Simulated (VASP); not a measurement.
Pb, 8 atoms in the cell. The structure is cubic, space group Pm-3n (No. 223). Conventional cell: a = 6.411 Å, b = 6.411 Å, c = 6.411 Å, α = 90.00°, β = 90.00°, γ = 90.00°. Pb (site symmetry m-3) has 12 Pb at 3.58 Å within 4.7 Å. Within 4.2 Å of Pb (site symmetry -4m2) lie 14 Pb at 3.21 to 3.93 Å. 

```yaml
Program: VASP 6.6.1
Task: single point
Functional: PBE
Potentials_or_basis: VASP PAW PBE potentials, release 64 (Pb_d)
Cutoff: 520 eV
k_mesh: 5 × 5 × 5
Occupations: fermi-dirac, width 0.1 eV
Spin: no spin polarisation
Dipole_correction: no
Further_INCAR_settings: ALGO = Normal; EDIFF = 1e-06; NBANDS = 66
```

Potentials or basis: VASP PAW PBE potentials, release 64 (Pb_d).

The run is started by

```bash
$ cat potpaw_PBE.64/Pb_d/POTCAR > POTCAR
$ mpirun -np 1 vasp_std > vasp.out
```

Hardware: 1 thread of Intel Xeon 6975P-C, on a shared host.

Estimate the wall time of this run.

It took 2.9 min on 1 thread of Intel Xeon 6975P-C (shared host), peak memory 0.38 GiB. Counts: scf iterations 14, k points 10.
